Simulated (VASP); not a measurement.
# TaN (Fmm2) in VASP: notebook

The runs below take TaN through single point, with LDA.

All numbers are computed with VASP 6.6.1; they aren't measurements. Logs are shortened: lines on timing, memory, paths and dates and some standing lists are left out, and cuts for length are marked.

### 1 The cell of the first run

The structure is orthorhombic, space group Fmm2 (No. 42). Conventional cell: a = 4.291 Å, b = 4.349 Å, c = 4.291 Å, α = 90.00°, β = 90.00°, γ = 90.00°. Ta (site symmetry mm2) has 6 N at 2.08 to 2.21 Å within 2.8 Å. N (site symmetry mm2) has 6 Ta at 2.08 to 2.21 Å within 2.8 Å.

### 2 Single point, LDA (atoms displaced along a vibrational mode, the cell strained)

INCAR reads:

```
SYSTEM = TaN
PREC     = Accurate       ! precision mode
ENCUT    = 520            ! plane-wave cutoff, eV
EDIFF    = 1E-6           ! SCF threshold, eV
ISMEAR   = 0              ! smearing method
SIGMA    = 0.15           ! smearing width, eV
LREAL    = .False.        ! projectors in reciprocal space
LASPH    = .True.         ! aspherical terms in the spheres
NELM     = 60             ! most SCF steps
ALGO     = Normal         ! electronic algorithm
ISIF     = 2              ! what is computed and relaxed
LWAVE    = .False.        ! write WAVECAR
LCHARG   = .False.        ! write CHGCAR
NBANDS   = 15             ! bands
```

KPOINTS reads:

```
regular mesh
0
Gamma
  18 18 18
  0 0 0
```

POSCAR reads:

```
TaN
1.0
    0.0000000000      2.1453515913      2.1742693740
    2.1453515913      0.0000000000      2.1742693740
    2.1453515913      2.1453515913      0.0000000000
Ta N
1 1
Direct
    0.4989105691      0.5010894309      0.5010894309
    0.0140736932     -0.0140736932     -0.0140736932
```

Potentials or basis: VASP PAW LDA potentials, release 64 (Ta_pv, N).

Launch:

```console
$ cat potpaw_LDA.64/Ta_pv/POTCAR potpaw_LDA.64/N/POTCAR > POTCAR
$ mpirun -np 1 vasp_std > vasp.out
```

OUTCAR:

```text
SYSTEM = TaN
   PREC = Accurate
   ENCUT = 520
   EDIFF = 1E-6
   ISMEAR = 0
   LREAL = .False.
   LASPH = .True.
   NELM = 60
   ISIF = 2

 ion  position               nearest neighbor table
   1  0.499  0.501  0.501-   2 2.08   2 2.15   2 2.15   2 2.18   2 2.18   2 2.21
   2  0.014  0.986  0.986-   1 2.08   1 2.15   1 2.15   1 2.18   1 2.18   1 2.21

  LATTYP: Found a body centered tetragonal cell.
 ALAT       =     3.0339853165
 C/A-ratio  =     1.4332761350

  Lattice vectors:

 A1 = (  -2.1453515913,   0.0000000000,   2.1742693740)
 A2 = (   2.1453515913,   0.0000000000,   2.1742693740)
 A3 = (   0.0000000000,   2.1453515913,  -2.1742693740)

Analysis of symmetry for initial positions (statically):
=====================================================================
 Subroutine PRICEL returns:
 Original cell was already a primitive cell.

 Routine SETGRP: Setting up the symmetry group for a
 body centered tetragonal supercell.

 Subroutine GETGRP returns: Found  4 space group operations
 (whereof  4 operations were pure point group operations)
 out of a pool of 16 trial point group operations.

The static configuration has the point symmetry C_2v.

Analysis of symmetry for dynamics (positions and initial velocities):
=====================================================================
 Subroutine PRICEL returns:
 Original cell was already a primitive cell.

 Routine SETGRP: Setting up the symmetry group for a
 body centered tetragonal supercell.

 Subroutine GETGRP returns: Found  4 space group operations
 (whereof  4 operations were pure point group operations)
 out of a pool of 16 trial point group operations.

The dynamic configuration has the point symmetry C_2v.

 Subroutine INISYM returns: Found  4 space group operations
 (whereof  4 operations are pure point group operations),
 and found     1 'primitive' translations

----------------------------------------------------------------------------------------

                                     Primitive cell

  volume of cell :      20.0143

  direct lattice vectors                    reciprocal lattice vectors
     0.000000000  2.145351591  2.174269374    -0.233062031  0.233062031  0.229962306
     2.145351591  0.000000000  2.174269374     0.233062031 -0.233062031  0.229962306
     2.145351591  2.145351591  0.000000000     0.233062031  0.233062031 -0.229962306

  length of vectors
     3.054501721  3.054501721  3.033985316     0.401893622  0.401893622  0.401893622

  position of ions in fractional coordinates (direct lattice)
     0.498910569  0.501089431  0.501089431
     0.014073693  0.985926307  0.985926307

  ion indices of the primitive-cell ions
   primitive index   ion index
                 1           1
                 2           2

----------------------------------------------------------------------------------------

 KPOINTS: regular mesh

Automatic generation of k-mesh.
 Grid dimensions read from file:
 generate k-points for:   18   18   18

 Generating k-lattice:

  Cartesian coordinates                     Fractional coordinates (reciprocal lattice)
    -0.012947891  0.012947891  0.012775684     0.055555556  0.000000000  0.000000000
     0.012947891 -0.012947891  0.012775684     0.000000000  0.055555556  0.000000000
     0.012947891  0.012947891 -0.012775684     0.000000000  0.000000000  0.055555556

  Length of vectors
     0.022327423  0.022327423  0.022327423

  Shift w.r.t. Gamma in fractional coordinates (k-lattice)
     0.000000000  0.000000000  0.000000000

 Subroutine IBZKPT returns following result:
 ===========================================

 Found    865 irreducible k-points:

 Following reciprocal coordinates:
            Coordinates               Weight
  0.000000  0.000000  0.000000      1.000000
  0.055556  0.000000  0.000000      8.000000
  0.111111  0.000000  0.000000      8.000000
  0.166667  0.000000  0.000000      8.000000
  0.222222 -0.000000  0.000000      8.000000
  0.277778  0.000000  0.000000      8.000000
[... 16 lines left out ...]
 -0.277778  0.055556  0.000000      8.000000
 -0.222222  0.055556  0.000000      8.000000
 [... further k-points ...]
   k-points           NKPTS =    865   k-points in BZ     NKDIM =    865   number of bands    NBANDS=     15
   number of dos      NEDOS =    301   number of ions     NIONS =      2
   total plane-waves  NPLWV =  13824
   dimension x,y,z NGX =    24 NGY =   24 NGZ =   24
   dimension x,y,z NGXF=    48 NGYF=   48 NGZF=   48
   ions per type =               1   1
   NGX,Y,Z   is equivalent  to a cutoff of  13.06, 13.06, 13.15 a.u.
   NGXF,Y,Z  is equivalent  to a cutoff of  26.12, 26.12, 26.30 a.u.
 SYSTEM =  TaN
   PREC   = accura    normal or accurate (medium, high low for compatibility)
   ISTART =      0    job   : 0-new  1-cont  2-samecut
   ICHARG =      2    charge: 1-file 2-atom 10-const
   ISPIN  =      1    spin polarized calculation?
   LNONCOLLINEAR =      F non collinear calculations
   LSORBIT =      F    spin-orbit coupling
   LASPH  =      T    aspherical Exc in radial PAW
   ENCUT  =  520.0 eV  38.22 Ry    6.18 a.u.   5.68  5.68  5.64*2*pi/ulx,y,z
   NELM   =     60;   NELMIN=  2; NELMDL= -5     # of ELM steps
   EDIFF  = 0.1E-05   stopping-criterion for ELM
   LREAL  =      F    real-space projection
   EDIFFG = 0.1E-04   stopping-criterion for IOM
   NSW    =      0    number of steps for IOM
   IBRION =     -1    ionic relax: 0-MD 1-quasi-New 2-CG
   NFREE  =      0    steps in history (QN), initial steepest desc. (CG)
   ISIF   =      2    stress and relaxation
   ISYM   =      2    0-nonsym 1-usesym 2-fastsym
   POTIM  = 0.5000    time-step for ionic-motion
   TEBEG  =    0.0;   TEEND  =   0.0 temperature during run
   PSTRESS=    0.0 pullay stress
   NELECT =      16.0000    total number of electrons
   NUPDOWN=      -1.0000    fix difference up-down
   EMIN   =  10.00;   EMAX   =-10.00  energy-range for DOS
   EFERMI =   0.00;   METHOD = LEGACY
   ISMEAR =     0;   SIGMA  =   0.15  broadening in eV -4-tet -1-fermi 0-gaus
   EFERMI_NEDOS =   21; number of points for ismear=-14 and -15
   IALGO  =     38    algorithm
   IMIX   =      4    mixing-type and parameters
     AMIX     =   0.40;   BMIX     =  1.00
     AMIX_MAG =   1.60;   BMIX_MAG =  1.00
  volume/ion in A,a.u.               =      10.01        67.53
  Fermi-wavevector in a.u.,A,eV,Ry     =   1.519386  2.871223 31.409501  2.308533
  Thomas-Fermi vector in A             =   2.628379
   LORBIT       =      0    0 simple, 1 ext, 2 COOP (PROOUT), +10 PAW based schemes
   GGA     = CA    functional components
   LHFCALC =     F    Hartree Fock is set to
   AEXX    =    0.0000 exact exchange contribution
   IVDW    =     0    specifies the selected vdW correction
   LEPSILON=     F    determine dielectric tensor
   LRPA    =     F    only Hartree local field effects (RPA)
 non-spin polarized calculation
 Gauss-broadening in eV      SIGMA  =   0.15
  energy-cutoff  :      520.00
  volume of cell :       20.01
 maximum number of plane-waves:       552
   NGX = 11   NGY = 11   NGZ = 11

 number of electron      15.9999999 magnetization

 Free energy of the ion-electron system (eV)
  ---------------------------------------------------
  ext. energy  EPLUGINS =         0.00000000
  ---------------------------------------------------
  free energy    TOTEN  =       -24.09906217 eV

  energy without entropy =      -24.09041013  energy(sigma->0) =      -24.09473615

 E-fermi :  10.1081     XC(G=0): -13.9904

 val. band max:       10.1038110828   @ k =  -0.2778   0.1667   0.0000
 cond. band min:      10.1093358552   @ k =  -0.0556   0.1667   0.1111
 fundamental gap:      0.0055247724
 Fermi energy:        10.1081325475

 k-point     1 :       0.0000    0.0000    0.0000
  band No.  band energies     occupation
      1     -25.3304      2.00000
      2     -25.3294      2.00000
      3     -25.3240      2.00000
      4      -8.9976      2.00000
      5       5.9838      2.00000
      6       6.0287      2.00000
      7       6.0841      2.00000
      8       7.8669      2.00000
      9       7.8670      2.00000
     10       8.0089      2.00000
     11      10.0166      1.61166
     12      10.3541      0.02037
     13      12.4094      0.00000
     14      19.6014      0.00000
     15      21.6609      0.00000

 k-point     2 :       0.0556    0.0000    0.0000
  band No.  band energies     occupation
      1     -25.3648      2.00000
      2     -25.3330      2.00000
      3     -25.3287      2.00000
      4      -8.9107      2.00000
      5       5.5161      2.00000
      6       5.7335      2.00000
      7       5.9245      2.00000
      8       7.8960      2.00000
      9       8.0294      2.00000
     10       8.1733      2.00000
     11      10.3727      0.01263
     12      10.7037      0.00000
     13      12.6300      0.00000
     14      19.8547      0.00000
     15      21.6608      0.00000

 k-point     3 :       0.1111    0.0000    0.0000
  band No.  band energies     occupation
      1     -25.4680      2.00000
      2     -25.3427      2.00000
      3     -25.3372      2.00000
      4      -8.6582      2.00000
      5       4.6605      2.00000
      6       5.1171      2.00000
      7       5.2885      2.00000
      8       8.1818      2.00000
      9       8.3074      2.00000
     10       8.4780      2.00000
     11      11.2404      0.00000
     12      11.5669      0.00000
     13      13.2170      0.00000
     14      20.5715      0.00000
     15      21.6607      0.00000
[... 343 lines left out ...]
 k-point    23 :      -0.2778    0.0556    0.0000
  band No.  band energies     occupation
      1     -26.0573      2.00000
      2     -25.4395      2.00000
      3     -25.3725      2.00000
      4      -6.9527      2.00000
      5       1.2852      2.00000
      6       2.8677      2.00000
      7       3.1951      2.00000
      8       9.5852      2.00000
      9       9.9730      1.79733
     10      10.9666      0.00000
     11      14.1205      0.00000
     12      15.9987      0.00000
     13      16.2902      0.00000
     14      21.6530      0.00000
     15      23.2201      0.00000

 k-point    24 :      -0.2222    0.0556    0.0000
  band No.  band energies     occupation
      1     -25.8776      2.00000
      2     -25.4190      2.00000
      3     -25.3558      2.00000
      4      -7.5165      2.00000
      5       2.1988      2.00000
      6       3.3747      2.00000
      7       3.7517      2.00000
      8       9.0620      2.00000
      9       9.3463      2.00000
     10      10.2109      0.33272
     11      12.9918      0.00000
     12      15.0380      0.00000
     13      15.4707      0.00000
     14      21.6576      0.00000
     15      23.0832      0.00000

 [... further k-points ...]
[... 5 lines left out ...]
  --------------------------------------------------------------------------------------
  -------------------------------------------------------------------------------------
  Total        2.3971892      2.0686967      0.7669331      0.0000000      0.0000000      0.0000000
  in kB      191.8989516    165.6025841     61.3942615      0.0000000      0.0000000      0.0000000
  external PRESSURE =     139.6319324 kB  Pullay stress =       0.0000000 kB

 VOLUME and BASIS-vectors are now :
 -----------------------------------------------------------------------------
  energy-cutoff  :      520.00
  volume of cell :       20.01
      direct lattice vectors                 reciprocal lattice vectors
     0.000000000  2.145351591  2.174269374    -0.233062031  0.233062031  0.229962306
     2.145351591  0.000000000  2.174269374     0.233062031 -0.233062031  0.229962306
     2.145351591  2.145351591  0.000000000     0.233062031  0.233062031 -0.229962306

 POSITION                                       TOTAL-FORCE (eV/Angst)
 -----------------------------------------------------------------------------------
      2.15003      2.14535      2.17427        -0.742007      0.000000      0.000000
      4.23032      2.14535      2.17427         0.742007      0.000000      0.000000
 -----------------------------------------------------------------------------------
    total drift:                                0.000026      0.000000      0.000000

  FREE ENERGIE OF THE ION-ELECTRON SYSTEM (eV)
  ---------------------------------------------------
  free  energy   TOTEN  =       -24.0990621699 eV

  energy  without entropy=      -24.0904101318  energy(sigma->0) =      -24.09473615
```

Wall time 2.4 min (1 thread of AMD EPYC 9R14 (Zen 4), shared host); peak memory 0.32 GiB.

Results:

```
Free energy            : -24.0991 eV
Pressure               : 14.0 GPa
Largest force          : 0.742 eV/Å
Band gap on the k mesh : zero (bands 8 and 9 overlap by 4.25 eV)
```

Forces on the atoms (eV/Å):
```
Ta  -0.742  0.000  0.000
N    0.742  0.000  0.000
```

Levels at points of the mesh, in eV from the Fermi level:
| k point | band 4 | band 5 | band 6 | band 7 | band 8 | band 9 | band 10 | band 11 | band 12 | band 13 |
| --- | --- | --- | --- | --- | --- | --- | --- | --- | --- | --- |
| (0.00, 0.00, 0.00) | -19.11 | -4.12 | -4.08 | -4.02 | -2.24 | -2.24 | -2.10 | -0.09 | 0.25 | 2.30 |
| (0.50, 0.00, 0.00) | -15.61 | -10.83 | -8.02 | -8.00 | 2.01 | 2.11 | 2.21 | 4.13 | 7.91 | 8.37 |
| (0.50, 0.50, 0.00) | -17.83 | -6.75 | -6.10 | -4.67 | -4.42 | 2.29 | 3.88 | 3.89 | 5.23 | 7.45 |
| (0.50, 0.00, 0.50) | -17.82 | -6.59 | -6.13 | -4.70 | -4.52 | 2.29 | 3.79 | 3.99 | 5.29 | 7.54 |
| (0.00, 0.50, 0.50) | -17.82 | -6.57 | -5.91 | -4.76 | -4.69 | 2.26 | 3.79 | 3.99 | 5.25 | 7.29 |

Caveat: the cell differs from its parent crystal (atoms displaced along a vibrational mode, the cell strained); the cell stands under pressure; spin-orbit coupling is left out, which moves the levels of the heavy elements.

### 3 Single point, LDA (atoms displaced along a vibrational mode, the cell strained)

INCAR reads:

```
SYSTEM = TaN
PREC = Accurate ; ENCUT = 520
EDIFF = 1E-7 ; ISMEAR = 0
SIGMA = 0.15 ; LREAL = .False.
LASPH = .True. ; NELM = 100
ALGO = Normal ; ISIF = 2
LWAVE = .False. ; LCHARG = .False.
GGA = CA ; NBANDS = 15
```

KPOINTS reads:

```
Automatic mesh
0
Gamma
  18 18 18
  0 0 0
```

POSCAR reads:

```
TaN
1.0
    0.0000000000      2.2031871567      2.1742693740
    2.2031871567      0.0000000000      2.1742693740
    2.2031871567      2.2031871567      0.0000000000
Ta N
1 1
Direct
    0.4989105691      0.5010894309      0.5010894309
    0.0140736932     -0.0140736932     -0.0140736932
```

Potentials or basis: VASP PAW LDA potentials, release 64 (Ta_pv, N).

Launch:

```console
$ cat potpaw_LDA.64/Ta_pv/POTCAR potpaw_LDA.64/N/POTCAR > POTCAR
$ mpirun -np 1 vasp_std > vasp.out
```

Run time: 2.6 min. Hardware: 1 thread of AMD EPYC 9R14 (Zen 4), shared host; peak memory 0.34 GiB.

It converged, with:

| Quantity | Value |
| --- | --- |
| Free energy | -24.1243 eV |
| Pressure | -6.7 GPa |
| Largest force | 0.472 eV/Å |
| Band gap on the k mesh | zero (bands 8 and 9 overlap by 3.89 eV) |

Forces on the atoms (eV/Å):
```
Ta  -0.472  0.000  0.000
N    0.472  0.000  0.000
```

Stress tensor (GPa, compression positive):
```
 -7.87   0.00   0.00
  0.00 -10.18   0.00
  0.00   0.00  -2.05
```

Levels at points of the mesh, in eV from the Fermi level:
```tsv
k point	band 6	band 7	band 8	band 9	band 10	band 11
(0.00, 0.00, 0.00)	-3.91	-3.88	-2.19	-2.04	-1.90	-0.01
(0.50, 0.00, 0.00)	-7.61	-7.60	1.85	1.95	2.03	3.95
(0.50, 0.50, 0.00)	-5.77	-4.64	-4.37	2.13	3.58	3.58
(0.50, 0.00, 0.50)	-5.74	-4.61	-4.28	2.11	3.49	3.67
(0.00, 0.50, 0.50)	-5.50	-4.59	-4.53	2.07	3.49	3.66
```

Caveat: the cell differs from its parent crystal (atoms displaced along a vibrational mode, the cell strained); the cell stands under tension; spin-orbit coupling is left out, which moves the levels of the heavy elements.

### 4 Single point, LDA (atoms displaced along a vibrational mode, the cell strained)

INCAR reads:

```
SYSTEM = TaN
PREC = Accurate
ENCUT = 520
EDIFF = 1E-6
ISMEAR = 0
SIGMA = 0.15
LREAL = .FALSE.
LASPH = .TRUE.
NELM = 60
ALGO = Normal
ISIF = 2
LWAVE = .FALSE.
LCHARG = .TRUE.
LELF = .TRUE.
LVHAR = .TRUE.
NBANDS = 15
```

KPOINTS reads:

```
Automatic mesh
0
G
  18 18 18
  0 0 0
```

POSCAR reads:

```
TaN
1.0
    0.0000000000      2.0872985990      2.1742693740
    2.0872985990      0.0000000000      2.1742693740
    2.0872985990      2.0872985990      0.0000000000
Ta N
1 1
Direct
    0.4989105691      0.5010894309      0.5010894309
    0.0140736932     -0.0140736932     -0.0140736932
```

Launch:

```console
$ cat potpaw_LDA.64/Ta_pv/POTCAR potpaw_LDA.64/N/POTCAR > POTCAR
$ mpirun -np 1 vasp_std > vasp.out
```

It took 2.2 min on 1 thread of AMD EPYC 9R45 (Zen 5), shared host; peak memory 0.32 GiB.

It converged, with:

```yaml
Free_energy: -23.8597 eV
Pressure: 42.5 GPa
Largest_force: 1.087 eV/Å
Band_gap_on_the_k_mesh: zero (bands 8 and 9 overlap by 4.40 eV)
```

Forces in eV/Å, atoms in the order of the input:
```
Ta  -1.087  0.000  0.000
N    1.087  0.000  0.000
```

Stress tensor (GPa, compression positive):
```
57.41  0.00  0.00
 0.00 53.98  0.00
 0.00  0.00 16.00
```

Levels at points of the mesh, in eV from the Fermi level:
```
           k point  band 6  band 7  band 8  band 9  band 10  band 11
(0.00, 0.00, 0.00)   -4.24   -4.12   -2.59   -2.27    -2.14    -0.49
(0.50, 0.00, 0.00)   -8.48   -8.43    2.10    2.31     2.56     4.31
(0.50, 0.50, 0.00)   -6.46   -4.67   -4.44    2.50     4.22     4.23
(0.50, 0.00, 0.50)   -6.51   -4.79   -4.75    2.40     3.89     4.57
(0.00, 0.50, 0.50)   -6.33   -5.01   -4.74    2.38     3.88     4.57
```

Caveat: the cell differs from its parent crystal (atoms displaced along a vibrational mode, the cell strained); the cell stands under pressure; spin-orbit coupling is left out, which moves the levels of the heavy elements; forces of over 1 eV/Å act on the atoms, so gaps and moduli don't describe the material at rest.

[end of part 1 of 2]
